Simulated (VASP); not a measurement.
# GaSb (F-43m) in VASP: further runs

Runs on GaSb. Level: PBE. Tasks: single point.

Program: VASP 6.6.1. These are calculated values, not measurements. Logs are shortened: lines on timing, memory, paths and dates and some standing lists are left out, and cuts for length are marked.

## 1. The cell of the first run

Symmetry: F-43m, No. 216, cubic system. Conventional cell: a = 6.093 Å, b = 6.093 Å, c = 6.093 Å, α = 90.00°, β = 90.00°, γ = 90.00°. Ga (site symmetry -43m) has 4 Sb at 2.64 Å within 3.5 Å. Within 3.5 Å of Sb (site symmetry -43m) lie 4 Ga at 2.64 Å.

## 2. Single point, PBE (28.27 Å³/atom)

File INCAR:

```
SYSTEM = GaSb
  ALGO = Normal
  EDIFF = 1E-6
  ENCUT = 500
  GGA = PE
  GGA_COMPAT = .False.
  ISIF = 2
  ISMEAR = -1
  LASPH = .True.
  LCHARG = .False.
  LREAL = .False.
  LWAVE = .False.
  NBANDS = 21
  NELM = 120
  PREC = Accurate
  SIGMA = 0.02
```

File KPOINTS:

```
k-points
0
Gamma
  6 6 6
  0 0 0
```

File POSCAR:

```
GaSb
1.0
    0.0000000000      3.0464208946      3.0464208946
    3.0464208946      0.0000000000      3.0464208946
    3.0464208946      3.0464208946      0.0000000000
Ga Sb
1 1
Direct
    0.0000000000      0.0000000000      0.0000000000
    0.2500000000      0.2500000000      0.2500000000
```

Potentials or basis: VASP PAW PBE potentials, release 64 (Ga_d, Sb_d_GW).

The run is started by

```console
$ cat potpaw_PBE.64/Ga_d/POTCAR potpaw_PBE.64/Sb_d_GW/POTCAR > POTCAR
$ mpirun -np 1 vasp_std > vasp.out
```

OUTCAR:

```text
SYSTEM = GaSb
   EDIFF = 1E-6
   ENCUT = 500
   GGA = PE
   ISIF = 2
   ISMEAR = -1
   LASPH = .True.
   LREAL = .False.
   NELM = 120
   PREC = Accurate

 ion  position               nearest neighbor table
   1  0.000  0.000  0.000-   2 2.64   2 2.64   2 2.64   2 2.64
   2  0.250  0.250  0.250-   1 2.64   1 2.64   1 2.64   1 2.64

  LATTYP: Found a face centered cubic cell.
 ALAT       =     6.0928417892

  Lattice vectors:

 A1 = (   0.0000000000,   3.0464208946,   3.0464208946)
 A2 = (   3.0464208946,   0.0000000000,   3.0464208946)
 A3 = (   3.0464208946,   3.0464208946,   0.0000000000)

Analysis of symmetry for initial positions (statically):
=====================================================================
 Subroutine PRICEL returns:
 Original cell was already a primitive cell.

 Routine SETGRP: Setting up the symmetry group for a
 face centered cubic supercell.

 Subroutine GETGRP returns: Found 24 space group operations
 (whereof 24 operations were pure point group operations)
 out of a pool of 48 trial point group operations.

The static configuration has the point symmetry T_d .

Analysis of symmetry for dynamics (positions and initial velocities):
=====================================================================
 Subroutine PRICEL returns:
 Original cell was already a primitive cell.

 Routine SETGRP: Setting up the symmetry group for a
 face centered cubic supercell.

 Subroutine GETGRP returns: Found 24 space group operations
 (whereof 24 operations were pure point group operations)
 out of a pool of 48 trial point group operations.

The dynamic configuration has the point symmetry T_d .

 Subroutine INISYM returns: Found 24 space group operations
 (whereof 24 operations are pure point group operations),
 and found     1 'primitive' translations

----------------------------------------------------------------------------------------

                                     Primitive cell

  volume of cell :      56.5457

  direct lattice vectors                    reciprocal lattice vectors
     0.000000000  3.046420895  3.046420895    -0.164127026  0.164127026  0.164127026
     3.046420895  0.000000000  3.046420895     0.164127026 -0.164127026  0.164127026
     3.046420895  3.046420895  0.000000000     0.164127026  0.164127026 -0.164127026

  length of vectors
[... 67 lines left out ...]
   ISPIN  =      1    spin polarized calculation?
   LNONCOLLINEAR =      F non collinear calculations
   LSORBIT =      F    spin-orbit coupling
   LASPH  =      T    aspherical Exc in radial PAW
   ENCUT  =  500.0 eV  36.75 Ry    6.06 a.u.   7.86  7.86  7.86*2*pi/ulx,y,z
   NELM   =    120;   NELMIN=  2; NELMDL= -5     # of ELM steps
   EDIFF  = 0.1E-05   stopping-criterion for ELM
   LREAL  =      F    real-space projection
   EDIFFG = 0.1E-04   stopping-criterion for IOM
   NSW    =      0    number of steps for IOM
   IBRION =     -1    ionic relax: 0-MD 1-quasi-New 2-CG
   NFREE  =      0    steps in history (QN), initial steepest desc. (CG)
   ISIF   =      2    stress and relaxation
   ISYM   =      2    0-nonsym 1-usesym 2-fastsym
   POTIM  = 0.5000    time-step for ionic-motion
   TEBEG  =    0.0;   TEEND  =   0.0 temperature during run
   PSTRESS=    0.0 pullay stress
   NELECT =      28.0000    total number of electrons
   NUPDOWN=      -1.0000    fix difference up-down
   EMIN   =  10.00;   EMAX   =-10.00  energy-range for DOS
   EFERMI =   0.00;   METHOD = LEGACY
   ISMEAR =    -1;   SIGMA  =   0.02  broadening in eV -4-tet -1-fermi 0-gaus
   EFERMI_NEDOS =   21; number of points for ismear=-14 and -15
   IALGO  =     38    algorithm
   IMIX   =      4    mixing-type and parameters
     AMIX     =   0.40;   BMIX     =  1.00
     AMIX_MAG =   1.60;   BMIX_MAG =  1.00
  volume/ion in A,a.u.               =      28.27       190.79
  Fermi-wavevector in a.u.,A,eV,Ry     =   1.295172  2.447521 22.823388  1.677472
  Thomas-Fermi vector in A             =   2.426709
   LORBIT       =      0    0 simple, 1 ext, 2 COOP (PROOUT), +10 PAW based schemes
   GGA     = PE    functional components
   LHFCALC =     F    Hartree Fock is set to
   AEXX    =    0.0000 exact exchange contribution
   IVDW    =     0    specifies the selected vdW correction
   LEPSILON=     F    determine dielectric tensor
   LRPA    =     F    only Hartree local field effects (RPA)
 non-spin polarized calculation
  energy-cutoff  :      500.00
  volume of cell :       56.55
 maximum number of plane-waves:      1459
   NGX = 15   NGY = 15   NGZ = 15

 number of electron      27.9999970 magnetization

 Free energy of the ion-electron system (eV)
  ---------------------------------------------------
  ext. energy  EPLUGINS =         0.00000000
  ---------------------------------------------------
  free energy    TOTEN  =        -7.32862352 eV

  energy without entropy =       -7.32849706  energy(sigma->0) =       -7.32856029

 E-fermi :   4.0408     XC(G=0):  -9.3335

 val. band max:        3.9703313860   @ k =   0.0000   0.0000   0.0000
 cond. band min:       4.0881049745   @ k =   0.0000   0.0000   0.0000
 fundamental gap:      0.1177735885
 Fermi energy:         4.0408118363

 k-point     1 :       0.0000    0.0000    0.0000
  band No.  band energies     occupation
      1     -24.8082      2.00000
      2     -24.8082      2.00000
      3     -24.8082      2.00000
      4     -24.7880      2.00000
      5     -24.7880      2.00000
      6     -11.0903      2.00000
[... 373 lines left out ...]
     20      14.2876      0.00000
     21      15.4715      0.00000

------------------------ aborting loop because EDIFF is reached ----------------------------------------

  FORCE on cell =-STRESS in cart. coord.  units (eV):
  Direction    XX          YY          ZZ          XY          YZ          ZX
  --------------------------------------------------------------------------------------
  -------------------------------------------------------------------------------------
  Total        1.0535417      1.0535417      1.0535417     -0.0000000      0.0000000     -0.0000000
  in kB       29.8512557     29.8512557     29.8512557     -0.0000000      0.0000000     -0.0000000
  external PRESSURE =      29.8512557 kB  Pullay stress =       0.0000000 kB

 VOLUME and BASIS-vectors are now :
 -----------------------------------------------------------------------------
  energy-cutoff  :      500.00
  volume of cell :       56.55
      direct lattice vectors                 reciprocal lattice vectors
     0.000000000  3.046420895  3.046420895    -0.164127026  0.164127026  0.164127026
     3.046420895  0.000000000  3.046420895     0.164127026 -0.164127026  0.164127026
     3.046420895  3.046420895  0.000000000     0.164127026  0.164127026 -0.164127026

 POSITION                                       TOTAL-FORCE (eV/Angst)
 -----------------------------------------------------------------------------------
      0.00000      0.00000      0.00000         0.000000      0.000000      0.000000
      1.52321      1.52321      1.52321        -0.000000     -0.000000      0.000000
 -----------------------------------------------------------------------------------
    total drift:                               -0.000000     -0.000000     -0.000000

  FREE ENERGIE OF THE ION-ELECTRON SYSTEM (eV)
  ---------------------------------------------------
  free  energy   TOTEN  =        -7.3286235192 eV

  energy  without entropy=       -7.3284970614  energy(sigma->0) =       -7.32856029
```

stdout:

```text
POSCAR found type information on POSCAR GaSb
 POSCAR found :  2 types and       2 ions
 scaLAPACK will be used
 LDA part: xc-table for (Slater+PW92), standard interpolation
 POSCAR, INCAR and KPOINTS ok, starting setup
 FFT: planning ... GRIDC
 FFT: planning ... GRID_SOFT
 FFT: planning ... GRID
 WAVECAR not read
 entering main loop
```

Run time: 14 s. Hardware: 1 thread of AMD EPYC 7R13 (Zen 3), shared host; peak memory 0.16 GiB.

What came out:

- Free energy: -7.3286 eV
- Pressure: 3.0 GPa
- Band gap on the k mesh: 0.12 eV

Levels at points of the mesh, in eV from the valence-band top:
| k point | band 11 | band 12 | band 13 | band 14 | band 15 | band 16 | band 17 | band 18 |
| --- | --- | --- | --- | --- | --- | --- | --- | --- |
| (0.00, 0.00, 0.00) | -11.56 | 0.00 | 0.00 | 0.00 | 0.12 | 2.78 | 2.78 | 2.78 |
| (0.50, 0.00, 0.00) | -9.91 | -6.42 | -1.17 | -1.17 | 0.43 | 3.76 | 3.76 | 6.48 |
| (0.50, 0.50, 0.00) | -9.06 | -6.86 | -2.61 | -2.61 | 0.90 | 1.24 | 8.80 | 8.80 |

Caveat: semilocal functionals underestimate gaps, and a narrow one can read as zero; spin-orbit coupling is left out, which moves the levels of the heavy elements. A k mesh can miss the band edges.

## 3. Single point, PBE, non-collinear spin, zero start, spin-orbit coupling

This run uses another cell than the first one, of 28.82 Å³/atom.

File INCAR:

```
PREC = Accurate
ENCUT = 520
EDIFF = 1E-6
ISMEAR = -1
SIGMA = 0.02
LREAL = False
LASPH = True
NELM = 150
ALGO = Normal
ISIF = 2
LWAVE = False
LCHARG = True
MAGMOM = 0 0 0 0 0 0
LORBIT = 11
LSORBIT = True
GGA_COMPAT = False
LORBMOM = True
GGA = PE
LVHAR = True
NBANDS = 30
```

File KPOINTS:

```
Automatic mesh
0
Gamma
  8 8 8
```

File POSCAR:

```
GaSb
1.0
    0.0000000000      3.0658848228      3.0658848228
    3.0658848228      0.0000000000      3.0658848228
    3.0658848228      3.0658848228      0.0000000000
Ga Sb
1 1
Direct
    0.0000000000      0.0000000000      0.0000000000
    0.2500000000      0.2500000000      0.2500000000
```

Potentials or basis: VASP PAW PBE potentials, release 64 (Ga_d, Sb).

The run is started by

```console
$ cat potpaw_PBE.64/Ga_d/POTCAR potpaw_PBE.64/Sb/POTCAR > POTCAR
$ mpirun -np 1 vasp_ncl > vasp.out
```

OUTCAR:

```text
PREC = Accurate
   ENCUT = 520
   EDIFF = 1E-6
   ISMEAR = -1
   LREAL = False
   LASPH = True
   NELM = 150
   ISIF = 2
   LORBIT = 11
   LSORBIT = True
   GGA = PE

 ion  position               nearest neighbor table
   1  0.000  0.000  0.000-   2 2.66   2 2.66   2 2.66   2 2.66
   2  0.250  0.250  0.250-   1 2.66   1 2.66   1 2.66   1 2.66

  LATTYP: Found a face centered cubic cell.
 ALAT       =     6.1317696456

  Lattice vectors:

 A1 = (   0.0000000000,   3.0658848228,   3.0658848228)
 A2 = (   3.0658848228,   0.0000000000,   3.0658848228)
 A3 = (   3.0658848228,   3.0658848228,   0.0000000000)

Analysis of symmetry for initial positions (statically):
=====================================================================
 Subroutine PRICEL returns:
 Original cell was already a primitive cell.

 Routine SETGRP: Setting up the symmetry group for a
 face centered cubic supercell.

 Subroutine GETGRP returns: Found 24 space group operations
[... 1055 lines left out ...]
     0.0000000     0.0000000     0.0000000     0.0000000     0.0000000     0.0000000     0.0000000
     0.0000000     0.0000000     0.0000000     0.0000000     0.0000000     0.0000000     0.0000000
     0.0000000     0.0000000     0.0000000     0.0000000     0.0000000     0.0000000     0.0000000
     0.0000000     0.0000000     0.0000000     0.0000000     0.0000000     0.0000000     0.0000000
     0.0000000     0.0000000     0.0000000     0.0000000     0.0000000     0.0000000     0.0000000
     0.0000000     0.0000000     0.0000000     0.0000000     0.0000000     0.0000000     0.0000000
     0.0000000     0.0000000     0.0000000     0.0000000     0.0000000     0.0000000     0.0000000

 Ion:    2  E_soc:     -0.1243912
 l=   1
     0.0000000    -0.0205873    -0.0205873
    -0.0205873     0.0000000    -0.0205873
    -0.0205873    -0.0205873     0.0000000
 l=   2
     0.0000000    -0.0000566     0.0000000    -0.0000566    -0.0000879
    -0.0000566     0.0000000    -0.0000660    -0.0000566    -0.0000220
     0.0000000    -0.0000660     0.0000000    -0.0000660     0.0000000
    -0.0000566    -0.0000566    -0.0000660     0.0000000    -0.0000220
    -0.0000879    -0.0000220     0.0000000    -0.0000220     0.0000000
 l=   3
     0.0000000     0.0000000     0.0000000     0.0000000     0.0000000     0.0000000     0.0000000
     0.0000000     0.0000000     0.0000000     0.0000000     0.0000000     0.0000000     0.0000000
     0.0000000     0.0000000     0.0000000     0.0000000     0.0000000     0.0000000     0.0000000
     0.0000000     0.0000000     0.0000000     0.0000000     0.0000000     0.0000000     0.0000000
     0.0000000     0.0000000     0.0000000     0.0000000     0.0000000     0.0000000     0.0000000
     0.0000000     0.0000000     0.0000000     0.0000000     0.0000000     0.0000000     0.0000000
     0.0000000     0.0000000     0.0000000     0.0000000     0.0000000     0.0000000     0.0000000

 total charge

# of ion       s       p       d       tot
------------------------------------------
    1        0.910   0.759   9.962  11.630
    2        1.129   1.339   0.027   2.496
--------------------------------------------------
tot          2.039   2.098   9.989  14.126

 magnetization (x)

# of ion       s       p       d       tot
------------------------------------------
    1       -0.000   0.000   0.000   0.000
    2       -0.000   0.000  -0.000  -0.000
--------------------------------------------------
tot         -0.000   0.000  -0.000   0.000

 magnetization (y)

# of ion       s       p       d       tot
------------------------------------------
    1        0.000  -0.000   0.000  -0.000
    2       -0.000   0.000  -0.000  -0.000
--------------------------------------------------
tot         -0.000  -0.000  -0.000  -0.000

 magnetization (z)

# of ion       s       p       d       tot
------------------------------------------
    1       -0.000   0.000   0.000   0.000
    2       -0.000  -0.000  -0.000  -0.000
--------------------------------------------------
tot         -0.000  -0.000  -0.000  -0.000
```

OSZICAR:

```text
N       E                     dE             d eps       ncg     rms          rms(c)
DAV:   1     0.125503654541E+03    0.12550E+03   -0.79817E+03  2772   0.151E+03
DAV:   2     0.836396426503E+01   -0.11714E+03   -0.11203E+03  2792   0.417E+02
DAV:   3    -0.694576631643E+01   -0.15310E+02   -0.15140E+02  3032   0.110E+02
DAV:   4    -0.746192633114E+01   -0.51616E+00   -0.51509E+00  3060   0.221E+01
DAV:   5    -0.747450259491E+01   -0.12576E-01   -0.12575E-01  3210   0.332E+00    0.359E+00
DAV:   6    -0.743036649063E+01    0.44136E-01   -0.65561E-02  3794   0.422E+00    0.210E+00
DAV:   7    -0.741777468776E+01    0.12592E-01   -0.30730E-02  2850   0.141E+00    0.132E+00
DAV:   8    -0.741808483847E+01   -0.31015E-03   -0.46138E-03  3004   0.529E-01    0.238E-01
DAV:   9    -0.741876254067E+01   -0.67770E-03   -0.96463E-04  2840   0.285E-01    0.513E-02
DAV:  10    -0.741901251032E+01   -0.24997E-03   -0.26238E-04  2944   0.141E-01    0.206E-02
DAV:  11    -0.741908998187E+01   -0.77472E-04   -0.10930E-04  2924   0.592E-02    0.760E-03
DAV:  12    -0.741909069060E+01   -0.70873E-06   -0.23690E-06  2968   0.117E-02
   1 F= -.74190907E+01 E0= -.74190362E+01  d E =-.108970E-03  mag=    -0.0000     0.0000    -0.0000
```

Run time: 1.8 min. Hardware: 1 thread of Intel Xeon Platinum 8559C (Emerald Rapids), shared host; peak memory 0.36 GiB.

Results:

```yaml
Free_energy: -7.4191 eV
Pressure: 2.1 GPa
Net_moment: 0.00 μB per cell
Valence_electrons_inside_the_program's_atomic_spheres: Ga 11.63; Sb 2.50
```

Moments on the atoms (μB; x, y, z):
```
Ga  0.00 0.00 0.00
Sb  0.00 0.00 0.00
```
